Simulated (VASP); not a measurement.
Here is a VASP 6.6.1 calculation.

Contents of INCAR:

```
SYSTEM = CoSi
ALGO = Normal
EDIFF = 1E-6
ENCUT = 520
GGA = PS
ISIF = 2
ISMEAR = -1
LASPH = .True.
LCHARG = .False.
LREAL = .False.
LWAVE = .False.
NBANDS = 36
NELM = 100
PREC = Accurate
SIGMA = 0.02
```

KPOINTS

```
k-points
0
Gamma
  6 6 6
  0 0 0
```

File POSCAR:

```
CoSi
1.0
    4.3858188700      0.0000000000      0.0000000000
    0.0000000000      4.3858188700      0.0000000000
    0.0000000000      0.0000000000      4.3858188700
Co Si
4 4
Direct
    0.1455429978      0.1455429978      0.1455429978
    0.3544570022      0.8544570022      0.6455429978
    0.6455429978      0.3544570022      0.8544570022
    0.8544570022      0.6455429978      0.3544570022
    0.8432901981      0.8432901981      0.8432901981
    0.6567098019      0.1567098019      0.3432901981
    0.3432901981      0.6567098019      0.1567098019
    0.1567098019      0.3432901981      0.6567098019
```

Potentials or basis: VASP PAW PBE potentials, release 64 (Co, Si).

The run is started by

```sh
$ cat potpaw_PBE.64/Co/POTCAR potpaw_PBE.64/Si/POTCAR > POTCAR
$ mpirun -np 1 vasp_std > vasp.out
```

Estimate the band gap on the k mesh.

zero (band 26 reaches 12.47 eV, above the bottom of band 27 at 12.24 eV).

Estimate the pressure.

0.2 GPa.

Forces in eV/Å, atoms in the order of the input:
```
Co   0.009  0.009  0.009
Co  -0.009 -0.009  0.009
Co   0.009 -0.009 -0.009
Co  -0.009  0.009 -0.009
Si   0.003  0.003  0.003
Si  -0.003 -0.003  0.003
Si   0.003 -0.003 -0.003
Si  -0.003  0.003 -0.003
```

Caveat: the PAW data sets were made with another functional, which shifts forces and pressure a little. Spin polarisation is off, so any magnetic state and its effect on volume and gap are missing.
